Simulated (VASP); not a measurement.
# Al2O3 (P-3m1) in VASP: single point with r2SCAN

Aim: the single point of Al2O3 with r2SCAN.

Program: VASP 6.6.1. These are calculated values, not measurements. Logs are shortened: lines on timing, memory, paths and dates and some standing lists are left out, and cuts for length are marked.

### Step 1. The cell of the first run

It takes space group P-3m1 (No. 164, trigonal). The conventional cell has a = 2.986 Å, b = 2.986 Å, c = 7.600 Å, α = 90.00°, β = 90.00°, γ = 120.00°. Al (site symmetry 3m) has 4 O at 1.67 to 1.82 Å within 2.2 Å. O (site symmetry 3m) has 3 Al at 1.82 Å within 2.4 Å. O (site symmetry -3m) has 2 Al at 1.67 Å within 2.2 Å.

### Step 2. Single point, r2SCAN

POSCAR reads:

```
Al2O3
1.0
    2.9858669047      0.0000000000      0.0000000000
   -1.4929334524      2.5858365918      0.0000000000
    0.0000000000      0.0000000000      7.6001969328
Al O
2 3
Direct
    0.0000000000      0.0000000000      0.2809100474
    0.0000000000      0.0000000000      0.7190899526
    0.3333333333      0.6666666667      0.2045247409
    0.6666666667      0.3333333333      0.7954752591
    0.0000000000      0.0000000000      0.5000000000
```

INCAR.step1 reads:

```
  ALGO = Normal
  EDIFF = 1E-4
  ENCUT = 520
  GGA = PE
  ISMEAR = 0
  LASPH = T
  LCHARG = F
  LREAL = F
  LWAVE = T
  NBANDS = 20
  NELM = 80
  PREC = Accurate
  SIGMA = 0.05
```

INCAR.step2 reads:

```
  ALGO = Normal
  EDIFF = 1E-7
  ENCUT = 520
  ISIF = 2
  ISMEAR = 0
  ISTART = 1
  LASPH = T
  LCHARG = F
  LMIXTAU = T
  LREAL = F
  LWAVE = F
  METAGGA = R2SCAN
  NBANDS = 20
  NELM = 80
  PREC = Accurate
  SIGMA = 0.05
```

KPOINTS reads:

```
k-points
0
Gamma
  12 12 4
```

Potentials or basis: VASP PAW PBE potentials, release 64 (Al, O).

Started as:

```console
cat potpaw_PBE.64/Al/POTCAR potpaw_PBE.64/O/POTCAR > POTCAR
cp INCAR.step1 INCAR
mpirun -np 1 vasp_std > vasp.out
cp INCAR.step2 INCAR
mpirun -np 1 vasp_std > vasp.out
```

OUTCAR:

```text
EDIFF = 1E-7
   ENCUT = 520
   ISIF = 2
   ISMEAR = 0
   ISTART = 1
   LASPH = T
   LREAL = F
   METAGGA = R2SCAN
   NELM = 80
   PREC = Accurate

 ion  position               nearest neighbor table
   1  0.000  0.000  0.281-   5 1.67   3 1.82   3 1.82   3 1.82   2 3.33
   2  0.000  0.000  0.719-   5 1.67   4 1.82   4 1.82   4 1.82   1 3.33
   3  0.333  0.667  0.205-   1 1.82   1 1.82   1 1.82
   4  0.667  0.333  0.795-   2 1.82   2 1.82   2 1.82
   5  0.000  0.000  0.500-   1 1.67   2 1.67

  LATTYP: Found a hexagonal cell.
 ALAT       =     2.9858669047
 C/A-ratio  =     2.5453903926

  Lattice vectors:

 A1 = (   2.9858669047,   0.0000000000,   0.0000000000)
 A2 = (  -1.4929334524,   2.5858365918,   0.0000000000)
 A3 = (   0.0000000000,   0.0000000000,   7.6001969328)

Analysis of symmetry for initial positions (statically):
=====================================================================
 Subroutine PRICEL returns:
 Original cell was already a primitive cell.

 Routine SETGRP: Setting up the symmetry group for a
 hexagonal supercell.

 Subroutine GETGRP returns: Found 12 space group operations
 (whereof 12 operations were pure point group operations)
 out of a pool of 24 trial point group operations.

The static configuration has the point symmetry D_3d.

Analysis of symmetry for dynamics (positions and initial velocities):
=====================================================================
 Subroutine PRICEL returns:
 Original cell was already a primitive cell.

 Routine SETGRP: Setting up the symmetry group for a
 hexagonal supercell.

 Subroutine GETGRP returns: Found 12 space group operations
 (whereof 12 operations were pure point group operations)
 out of a pool of 24 trial point group operations.

The dynamic configuration has the point symmetry D_3d.

 Subroutine INISYM returns: Found 12 space group operations
 (whereof 12 operations are pure point group operations),
 and found     1 'primitive' translations

----------------------------------------------------------------------------------------

                                     Primitive cell

  volume of cell :      58.6808

[... 90 lines left out ...]
   LSORBIT =      F    spin-orbit coupling
   LASPH  =      T    aspherical Exc in radial PAW
   ENCUT  =  520.0 eV  38.22 Ry    6.18 a.u.   5.55  5.55 14.13*2*pi/ulx,y,z
   NELM   =     80;   NELMIN=  2; NELMDL=  0     # of ELM steps
   EDIFF  = 0.1E-06   stopping-criterion for ELM
   LREAL  =      F    real-space projection
   EDIFFG = 0.1E-05   stopping-criterion for IOM
   NSW    =      0    number of steps for IOM
   IBRION =     -1    ionic relax: 0-MD 1-quasi-New 2-CG
   NFREE  =      0    steps in history (QN), initial steepest desc. (CG)
   ISIF   =      2    stress and relaxation
   ISYM   =      2    0-nonsym 1-usesym 2-fastsym
   POTIM  = 0.5000    time-step for ionic-motion
   TEBEG  =    0.0;   TEEND  =   0.0 temperature during run
   PSTRESS=    0.0 pullay stress
   NELECT =      24.0000    total number of electrons
   NUPDOWN=      -1.0000    fix difference up-down
   EMIN   =  10.00;   EMAX   =-10.00  energy-range for DOS
   EFERMI =   0.00;   METHOD = LEGACY
   ISMEAR =     0;   SIGMA  =   0.05  broadening in eV -4-tet -1-fermi 0-gaus
   EFERMI_NEDOS =   21; number of points for ismear=-14 and -15
   IALGO  =     38    algorithm
   IMIX   =      4    mixing-type and parameters
     AMIX     =   0.40;   BMIX     =  1.00
     AMIX_MAG =   1.60;   BMIX_MAG =  1.00
  volume/ion in A,a.u.               =      11.74        79.20
  Fermi-wavevector in a.u.,A,eV,Ry     =   1.215196  2.296388 20.091753  1.476702
  Thomas-Fermi vector in A             =   2.350591
   LORBIT       =      0    0 simple, 1 ext, 2 COOP (PROOUT), +10 PAW based schemes
   METAGGA = R2SCAN    functional components
   LHFCALC =     F    Hartree Fock is set to
   AEXX    =    0.0000 exact exchange contribution
   IVDW    =     0    specifies the selected vdW correction
   LEPSILON=     F    determine dielectric tensor
   LRPA    =     F    only Hartree local field effects (RPA)
 non-spin polarized calculation
 Gauss-broadening in eV      SIGMA  =   0.05
  energy-cutoff  :      520.00
  volume of cell :       58.68
 maximum number of plane-waves:      1624
 NGX is ok and might be reduce to    24
   NGX = 11   NGY = 11   NGZ = 29

 number of electron      24.0000006 magnetization

 Free energy of the ion-electron system (eV)
  ---------------------------------------------------
  ext. energy  EPLUGINS =         0.00000000
  ---------------------------------------------------
  free energy    TOTEN  =       -46.64970673 eV

  energy without entropy =      -46.64970673  energy(sigma->0) =      -46.64970673

 E-fermi :   3.9353     XC(G=0): -10.1977

 val. band max:        3.6451202192   @ k =   0.0000   0.0000   0.0000
 cond. band min:       6.7837754911   @ k =   0.0000   0.0000   0.0000
 fundamental gap:      3.1386552718
 Fermi energy:         3.9353182428

 k-point     1 :       0.0000    0.0000    0.0000
  band No.  band energies     occupation
      1     -17.2248      2.00000
      2     -17.0492      2.00000
      3     -14.3048      2.00000
      4      -2.3800      2.00000
      5      -1.0629      2.00000
      6      -0.3233      2.00000
[... 541 lines left out ...]
     19      17.4561      0.00000
     20      17.5900      0.00000

 [... further k-points ...]

------------------------ aborting loop because EDIFF is reached ----------------------------------------

  FORCE on cell =-STRESS in cart. coord.  units (eV):
  Direction    XX          YY          ZZ          XY          YZ          ZX
  --------------------------------------------------------------------------------------
  -------------------------------------------------------------------------------------
  Total       -0.0770230     -0.0770230      0.1385474      0.0000000      0.0000000      0.0000000
  in kB       -2.1029771     -2.1029771      3.7827933      0.0000000      0.0000000      0.0000000
  external PRESSURE =      -0.1410536 kB  Pullay stress =       0.0000000 kB

 VOLUME and BASIS-vectors are now :
 -----------------------------------------------------------------------------
  energy-cutoff  :      520.00
  volume of cell :       58.68
      direct lattice vectors                 reciprocal lattice vectors
     2.985866905  0.000000000  0.000000000     0.334911110  0.193361020  0.000000000
    -1.492933452  2.585836592  0.000000000     0.000000000  0.386722039  0.000000000
     0.000000000  0.000000000  7.600196933     0.000000000  0.000000000  0.131575538

 POSITION                                       TOTAL-FORCE (eV/Angst)
 -----------------------------------------------------------------------------------
      0.00000      0.00000      2.13497        -0.000000      0.000000     -0.085831
      0.00000      0.00000      5.46523         0.000000     -0.000000      0.085831
     -0.00000      1.72389      1.55443        -0.000000      0.000000      0.021794
      1.49293      0.86195      6.04577        -0.000000     -0.000000     -0.021794
      0.00000      0.00000      3.80010        -0.000000      0.000000      0.000000
 -----------------------------------------------------------------------------------
    total drift:                               -0.000000     -0.000000     -0.000000

  FREE ENERGIE OF THE ION-ELECTRON SYSTEM (eV)
  ---------------------------------------------------
  free  energy   TOTEN  =       -46.6497067320 eV

  energy  without entropy=      -46.6497067320  energy(sigma->0) =      -46.64970673
```

OUTCAR.step1:

```text
EDIFF = 1E-4
   ENCUT = 520
   GGA = PE
   ISMEAR = 0
[... 786 lines left out ...]
      0.00000      0.00000      5.46523         0.000000     -0.000000      0.113555
     -0.00000      1.72389      1.55443        -0.000000      0.000000     -0.290027
      1.49293      0.86195      6.04577        -0.000000     -0.000000      0.290027
      0.00000      0.00000      3.80010         0.000000      0.000000      0.000000
 -----------------------------------------------------------------------------------
    total drift:                               -0.000000     -0.000000     -0.000000

  FREE ENERGIE OF THE ION-ELECTRON SYSTEM (eV)
  ---------------------------------------------------
  free  energy   TOTEN  =       -36.1713078667 eV

  energy  without entropy=      -36.1713078667  energy(sigma->0) =      -36.17130787
```

Run time: 10 min. Hardware: 1 thread of AMD EPYC 7R13, shared host; peak memory 0.2 GiB.

What came out:

```yaml
Free_energy: -46.6497 eV
Pressure: 0.0 GPa
Largest_force: 0.086 eV/Å
Band_gap_on_the_k_mesh: 3.14 eV
```

Forces on the atoms (eV/Å):
```
Al   0.000  0.000 -0.086
Al   0.000  0.000  0.086
O    0.000  0.000  0.022
O    0.000  0.000 -0.022
O    0.000  0.000  0.000
```

Stress tensor (GPa, compression positive):
```
-0.21  0.00  0.00
 0.00 -0.21  0.00
 0.00  0.00  0.38
```

Caveat: the PAW data sets were made with another functional, which shifts forces and pressure a little. A k mesh can miss the band edges.
